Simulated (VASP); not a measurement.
Runs of VASP 6.6.1 on LiCl. The structure is that of space group Fm-3m (No. 225), or close to it. The cells are those of the table. 

```tsv
task	level	potentials or basis	cell	k mesh	cutoff (eV)	smearing	grid for exact exchange (PRECFOCK)	share of exact exchange	screening parameter	gap on the mesh (eV)
single point	PBEsol	VASP PAW PBE potentials, release 64 (Li_sv, Cl)	a = 3.581 Å, angles 60.0°, 2 atoms	8 × 8 × 8	520	fermi-dirac 0.02 eV	-	-	-	6.36
single point	HSE06	VASP PAW PBE potentials, release 64 (Li_sv, Cl)	a = 3.616 Å, angles 60.0°, 2 atoms	6 × 6 × 6	520	fermi-dirac 0.02 eV	Normal	0.25	0.2079 1/Å	(b)
relaxation of cell and atoms	PBEsol	VASP PAW PBE potentials, release 64 (Li_sv, Cl)	relaxed from a = 3.641 Å, angles 60.0°, 2 atoms	8 × 8 × 8	600	fermi-dirac 0.02 eV	-	-	-	6.37
single point	r2SCAN	VASP PAW PBE potentials, release 64 (Li_sv, Cl)	a = 3.615 Å, angles 60.0°, 2 atoms	8 × 8 × 8	520	gaussian 0.01 eV	-	-	-	(a)
single point	LDA	VASP PAW LDA potentials, release 64 (Li_sv, Cl)	a = 3.511 Å, angles 60.0°, 2 atoms	8 × 8 × 8	520	fermi-dirac 0.02 eV	-	-	-	6.51
```

Alike in all rows: no spin polarisation.

Problem. Estimate the missing entries.

Solution. (a) 7.36; (b) 7.79.

A k mesh can miss the band edges.
